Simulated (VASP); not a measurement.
A run of VASP 6.6.1:

File INCAR:

```
ALGO = Normal ; EDIFF = 1E-6
ENCUT = 520 ; GGA = PS
ISIF = 2 ; ISMEAR = 0
LASPH = True ; LCHARG = True
LELF = True ; LREAL = False
LVHAR = True ; LWAVE = False
NBANDS = 17 ; NELM = 80
PREC = Accurate ; SIGMA = 0.1
```

The input KPOINTS:

```
k-points
0
Gamma
  18 18 12
```

The input POSCAR:

```
B2W
1.0
    3.0098598483      0.0000000000      0.0000000000
   -1.5049299242      2.6066150905      0.0000000000
    0.0000000000      0.0000000000      3.3170253441
B W
2 1
Direct
    0.3333333333      0.6666666667      0.5000000000
    0.6666666667      0.3333333333      0.5000000000
    0.0000000000      0.0000000000      0.0000000000
```

Potentials or basis: VASP PAW PBE potentials, release 64 (B, W_sv).

Run with:

```console
$ cat potpaw_PBE.64/B/POTCAR potpaw_PBE.64/W_sv/POTCAR > POTCAR
$ mpirun -np 1 vasp_std > vasp.out
```

Hardware: 1 thread of Intel(R) Xeon(R) Platinum 8259CL CPU @ 2.50GHz (Skylake/Cascade Lake) (shared host).

Problem. How long does it take, and how much memory?

Solution. It took 2.3 min on 1 thread of Intel(R) Xeon(R) Platinum 8259CL CPU @ 2.50GHz (Skylake/Cascade Lake), with other jobs on the host, peak memory 0.23 GiB. Counts: scf iterations 11, k points 259.
